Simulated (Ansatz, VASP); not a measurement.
MnO2: VASP beside Ansatz

```
CELL_PARAMETERS angstrom
2.87681 0.00000 0.00000
-1.43840 2.49139 0.00000
0.00000 0.00000 5.44645
ATOMIC_POSITIONS crystal
Mn 0.00000 0.00000 0.00000
O 0.33333 0.66667 0.17537
O 0.66667 0.33333 0.82463
```

Alike in both runs: functional PBE; k mesh 14 × 14 × 6; occupations gaussian, width 0.05 eV; collinear spin.

Ansatz relaxed the structure, and its values are those at the end. VASP's run is a single point on that final structure, the one shown.

|  | VASP | Ansatz |
| --- | --- | --- |
| version | VASP 6.6.1 | Ansatz 0.2.0 |
| potentials or method | VASP PAW PBE potentials, release 64 (Mn_sv, O), cutoff 600 eV | scalar-relativistic, plane waves, PAW |
| valence electrons in the cell | 27 | 27 |

Ansatz gave:

| Quantity | Value |
| --- | --- |
| gap on the k mesh at the Fermi level (eV) | 1.02 |
| least direct gap on the mesh (eV) | 1.08 |
| pressure (GPa) | 0.0 |
| rms of the force components (eV/Å) | 0.000 |
| net moment per atom (μB) | 1.00 |
| size of the moment on the site where the two differ most (μB) | 2.52 |

Question: Which values does VASP return?

Answer: gap on the k mesh at the Fermi level (eV): 1.01; least direct gap on the mesh (eV): 1.07; pressure (GPa): -1.1; rms of the force components (eV/Å): 0.007; net moment per atom (μB): 1.00; size of the moment on the site where the two differ most (μB): 2.74.

Site moments also hang on the region over which each program counts them. With one functional, cell and mesh, what is left measures potentials, basis and numerics.
